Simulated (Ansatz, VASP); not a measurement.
# ZnS in VASP and in Ansatz

```
Zn S
1.0
     3.75949    0.00000    0.00000
    -1.87975    3.25582    0.00000
     0.00000    0.00000    6.14975
Zn S
2 2
Direct
  0.33333 0.66667 0.00000
  0.66667 0.33333 0.50000
  0.33333 0.66667 0.38500
  0.66667 0.33333 0.88500
```

Change from the starting cell: volume scaled by 0.96.

Alike in both runs: task single point; functional PBEsol; k mesh 8 × 8 × 5; occupations fermi-dirac, width 0.03 eV; no spin polarisation.

|  | VASP | Ansatz |
| --- | --- | --- |
| version | VASP 6.6.1 | Ansatz 0.2.0 |
| potentials or method | VASP PAW PBE potentials, release 64 (Zn, S), cutoff 520 eV | all-electron LAPW, scalar-relativistic |

VASP gave:

```
gap on the k mesh at the Fermi level (eV)                     : 2.31
pressure (GPa)                                                : 2.2
traceless stress, the component that is largest in VASP (GPa) : -1.66
rms of the force components (eV/Å)                            : 0.208
```

**Question.** What did Ansatz give for the same quantities?

**Answer.** gap on the k mesh at the Fermi level (eV): 2.30; pressure (GPa): 2.0; traceless stress, the component that is largest in VASP (GPa): -1.64; rms of the force components (eV/Å): 0.206.

VASP's potentials were made for PBE, not for PBEsol. Atom by atom the forces differ by 0.001 eV/Å (rms over components). Ansatz ran all-electron here, and VASP with PAW potentials.
